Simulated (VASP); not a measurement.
Wanted: the native input for a VASP 6.6.1 run.

```
Task                   : single point
Functional             : PBE
Potentials or basis    : VASP PAW PBE potentials, release 64 (Si, O)
Cutoff                 : 520 eV
k mesh                 : 1 × 1 × 1
Occupations            : fermi-dirac, width 0.01 eV
Spin                   : no spin polarisation
Dipole correction      : no
Further INCAR settings : ALGO = Normal; EDIFF = 1e-06; NBANDS = 85
```

The structure of Si8O17 (a cell with a defect) lies in POSCAR:

```
Si8O17
1.0
    0.0000000000      5.0813926900      7.0944098900
    5.0813926900      0.0000000000      7.0944098900
    5.0813926900      5.0813926900      0.0000000000
Si O
8 17
Direct
    0.2615424854      0.2604758572      0.4434609176
    0.7292452184      0.7567310298      0.9235624116
    0.1100860118      0.6730988699      0.1371641747
    0.5703570081      0.1889075188      0.6169913799
    0.4331436920      0.8458636014      0.3675025855
    0.9132336736      0.3264558373      0.8560149697
    0.0015393395      0.0202304187      0.2995461659
    0.5053573071      0.4982588780      0.7829506767
    0.1128753576      0.2364269621      0.6653694003
    0.6005137328      0.7472467835      0.1622779895
    0.4543734662      0.3658282511      0.7470452369
    1.0328671007      0.8194009378      0.2857077740
    0.4149493797      0.2937592419      0.4649639050
    0.9616376109      0.6979485782      0.8943824644
    0.2018258428      0.9281430498      0.3772576602
    0.7338207876      0.3236133696      0.8442963479
   -0.0114500875      0.1822015479      0.0761185989
    0.5136694678      0.6672308176      0.5745473471
    0.4147181678      0.0467336714      0.3565870141
    0.8047429234      0.5711851666      0.8318522219
    0.3297371702      0.6163516036      0.9755542966
    0.7943555079      0.1381508193      0.4743107691
    0.1223593788      0.4643519198      0.2758300889
    0.5897692948      0.9820178305      0.7777033360
   -0.0864723575     -0.1631804676      1.0107576692
```

One way to write it, as run:

INCAR

```
ALGO = Normal
EDIFF = 1E-6
ENCUT = 520
GGA = PE
GGA_COMPAT = F
ISIF = 2
ISMEAR = -1
LASPH = T
LCHARG = F
LREAL = F
LWAVE = F
NBANDS = 85
NELM = 120
PREC = Accurate
SIGMA = 0.01
```

KPOINTS

```
k-points
0
Gamma
  1 1 1
```

Potentials or basis: VASP PAW PBE potentials, release 64 (Si, O).

The run is started by

```sh
$ cat potpaw_PBE.64/Si/POTCAR potpaw_PBE.64/O/POTCAR > POTCAR
$ mpirun -np 1 vasp_gam > vasp.out
```

Results of the run:

| Item | Value |
| --- | --- |
| Pressure | 1.1 GPa |
| Largest force | 0.177 eV/Å |

Caveat: the k points lie up to 0.98 Å⁻¹ apart.

Run time: 120 s on 1 thread of Intel Xeon 8259CL, on a shared host, peak memory 0.53 GiB.
